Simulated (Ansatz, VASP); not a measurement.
## One calculation of CsI, two programs

Contents of POSCAR:

```
CsI
1.0
    4.5667000000      0.0000000000      0.0000000000
    0.0000000000      4.5667000000      0.0000000000
    0.0000000000      0.0000000000      4.6123670000
Cs I
1 1
Direct
    0.0000000000      0.0000000000      0.0000000000
    0.5000000000      0.5000000000      0.5000000000
```

INCAR.step1

```
SYSTEM = CsI
ALGO = Normal
EDIFF = 1E-5
ENCUT = 550
GGA = PE
GGA_COMPAT = .FALSE.
ISMEAR = 0
LASPH = .TRUE.
LCHARG = .FALSE.
LREAL = .FALSE.
LWAVE = .TRUE.
NBANDS = 15
NELM = 120
PREC = Accurate
SIGMA = 0.05
```

The input INCAR.step2:

```
SYSTEM = CsI
ALGO = Normal
EDIFF = 1E-6
ENCUT = 550
GGA_COMPAT = .FALSE.
ISIF = 2
ISMEAR = 0
ISTART = 1
LASPH = .TRUE.
LCHARG = .FALSE.
LMIXTAU = .TRUE.
LREAL = .FALSE.
LWAVE = .FALSE.
METAGGA = R2SCAN
NBANDS = 15
NELM = 120
PREC = Accurate
SIGMA = 0.05
```

The input KPOINTS:

```
k-points
0
G
  6 6 6
  0 0 0
```

Input for Ansatz:

```yaml
crystal:
  lattice:
    - [4.5667, 0.0, 0.0]
    - [0.0, 4.5667, 0.0]
    - [0.0, 0.0, 4.612367]
  atoms:
    - { symbol: Cs, position: [0.0, 0.0, 0.0] }
    - { symbol: I, position: [0.5, 0.5, 0.5] }
basis:
  ecutwfc: 500
kpoints:
  mp_grid: { grid: [6, 6, 6] }
hamiltonian:
  xc: r2scan
scf:
  occupations: { method: gaussian, width: 0.05 }
output:
  forces: true
  stress: true
  eigenvalues: true
```

Change from the starting cell: strain +0.0100 x Voigt [0, 0, 1, 0, 0, 0], atoms carried along.

Alike in both runs: task single point; functional r2SCAN; k mesh 6 × 6 × 6; occupations gaussian, width 0.05 eV; no spin polarisation.

```csv
,VASP,Ansatz
version,VASP 6.6.1,Ansatz 0.2.0
potentials or method,"VASP PAW PBE potentials, release 64 (Cs_sv, I), cutoff 550 eV","scalar-relativistic, plane waves, PAW"
valence electrons in the cell,16,26
```

Ansatz gave:

| Item | Value |
| --- | --- |
| gap on the k mesh at the Fermi level (eV) | 4.55 |
| least direct gap on the mesh (eV) | 4.64 |
| pressure (GPa) | 0.2 |
| traceless stress, the component that is largest in VASP (GPa) | -0.12 |

Question: Estimate VASP's values.

Answer: gap on the k mesh at the Fermi level (eV): 4.53; least direct gap on the mesh (eV): 4.62; pressure (GPa): 0.3; traceless stress, the component that is largest in VASP (GPa): -0.12.

VASP's potentials were made for PBE, not for r2SCAN. With one functional, cell and mesh, what is left measures potentials, basis and numerics. VASP's potentials hold 16 valence electrons a cell and Ansatz's 26, so a difference there can come from the potentials and not from the codes.

Spin-orbit coupling is off throughout.
